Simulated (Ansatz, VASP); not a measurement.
# One calculation of B3N, two programs

```
B N
1.0
    -1.43833    1.43833    3.21289
     1.43833   -1.43833    3.21289
     1.43833    1.43833   -3.21289
B N
3 1
Direct
  0.50000 0.50000 0.00000
  0.25000 0.75000 0.50000
  0.75000 0.25000 0.50000
  0.00000 0.00000 0.00000
```

Alike in both runs: task single point; functional PBE; k mesh 8 × 8 × 8; occupations gaussian, width 0.1 eV; collinear spin.

```csv
,VASP,Ansatz
version,VASP 6.6.1,Ansatz 0.2.0
potentials or method,"VASP PAW PBE potentials, release 64 (B, N), cutoff 520 eV","scalar-relativistic, plane waves, PAW"
valence electrons in the cell,14,14
```

VASP gave:

| Property | Result |
| --- | --- |
| gap on the k mesh at the Fermi level (eV) | none |
| pressure (GPa) | -3.4 |
| traceless stress, the component that is largest in VASP (GPa) | 9.96 |
| net moment per atom (μB) | 0.00 |

Q: Which values does Ansatz return?

A: gap on the k mesh at the Fermi level (eV): none; pressure (GPa): -3.3; traceless stress, the component that is largest in VASP (GPa): 10.07; net moment per atom (μB): 0.00.

A gap of «none» marks a metal or a gap that the smearing closes. The functional is the same, so the differences come from potentials, cutoffs and numerics. Ansatz's warnings: seeded moment not kept.

The k mesh is coarse, so the values compare programs but aren't converged.
